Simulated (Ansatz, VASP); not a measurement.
## One calculation of Sn3Pb2S5, two programs

Contents of INCAR:

```
  PREC = Accurate
  ENCUT = 520
  EDIFF = 1E-7
  ISMEAR = 0
  SIGMA = 0.1
  LREAL = F
  LASPH = T
  NELM = 100
  ALGO = Normal
  ISIF = 2
  LWAVE = F
  LCHARG = T
  GGA = PE
  LELF = T
  LVHAR = T
  NBANDS = 61
```

Contents of KPOINTS:

```
regular mesh
0
Gamma
  6 6 1
```

Contents of POSCAR:

```
Sn3Pb2S5
1.0
    3.6490595500     -2.1057252100      0.0000000000
    3.6490595500      2.1057252100      0.0000000000
   -2.4265862400      0.0000000000     17.1942556600
Sn Pb S
3 2 5
Direct
    0.0272079000      0.0272079000      0.0038868400
    0.4272079000      0.4272079000      0.2038868400
    0.2272079000      0.2272079000      0.6038868400
    0.8272079000      0.8272079000      0.4038868400
    0.6272079000      0.6272079000      0.8038868400
    0.7349502300      0.7349502300      0.1049928900
    0.1349502300      0.1349502300      0.3049928900
    0.5349502300      0.5349502300      0.5049928900
    0.9349502300      0.9349502300      0.7049928900
    0.3349502300      0.3349502300      0.9049928900
```

Input for Ansatz:

```yaml
crystal:
  lattice:
    - [3.64905955, -2.10572521, 0.0]
    - [3.64905955, 2.10572521, 0.0]
    - [-2.42658624, 0.0, 17.19425566]
  atoms:
    - { symbol: Sn, position: [0.0272079, 0.0272079, 0.00388684] }
    - { symbol: Sn, position: [0.4272079, 0.4272079, 0.20388684] }
    - { symbol: Sn, position: [0.2272079, 0.2272079, 0.60388684] }
    - { symbol: Pb, position: [0.8272079, 0.8272079, 0.40388684] }
    - { symbol: Pb, position: [0.6272079, 0.6272079, 0.80388684] }
    - { symbol: S, position: [0.73495023, 0.73495023, 0.10499289] }
    - { symbol: S, position: [0.13495023, 0.13495023, 0.30499289] }
    - { symbol: S, position: [0.53495023, 0.53495023, 0.50499289] }
    - { symbol: S, position: [0.93495023, 0.93495023, 0.70499289] }
    - { symbol: S, position: [0.33495023, 0.33495023, 0.90499289] }
basis:
  ecutwfc: 420
kpoints:
  mp_grid: { grid: [6, 6, 1] }
hamiltonian:
  xc: pbe
scf:
  occupations: { method: gaussian, width: 0.1 }
  lower_state_search: "off"
output:
  forces: true
  stress: true
  eigenvalues: true
```

Alike in both runs: task single point; functional PBE; k mesh 6 × 6 × 1; occupations gaussian, width 0.1 eV; no spin polarisation.

|  | VASP | Ansatz |
| --- | --- | --- |
| version | VASP 6.6.1 | Ansatz 0.2.0 |
| potentials or method | VASP PAW PBE potentials, release 64 (Sn_d, Pb_d, S), cutoff 520 eV | scalar-relativistic, plane waves, PAW |
| valence electrons in the cell | 100 | 100 |

```csv
,VASP,Ansatz,Ansatz less VASP
gap on the k mesh at the Fermi level (eV),0.08,0.08,0.000
least direct gap on the mesh (eV),0.08,0.08,0.000
pressure (GPa),-1.1,-1.0,+0.06
rms of the force components (eV/Å),0.116,0.117,+0.0005
```

Atom by atom the forces differ by 0.001 eV/Å (rms over components). The functional is the same, so the differences come from potentials, cutoffs and numerics.

Neither program's run includes spin-orbit coupling.
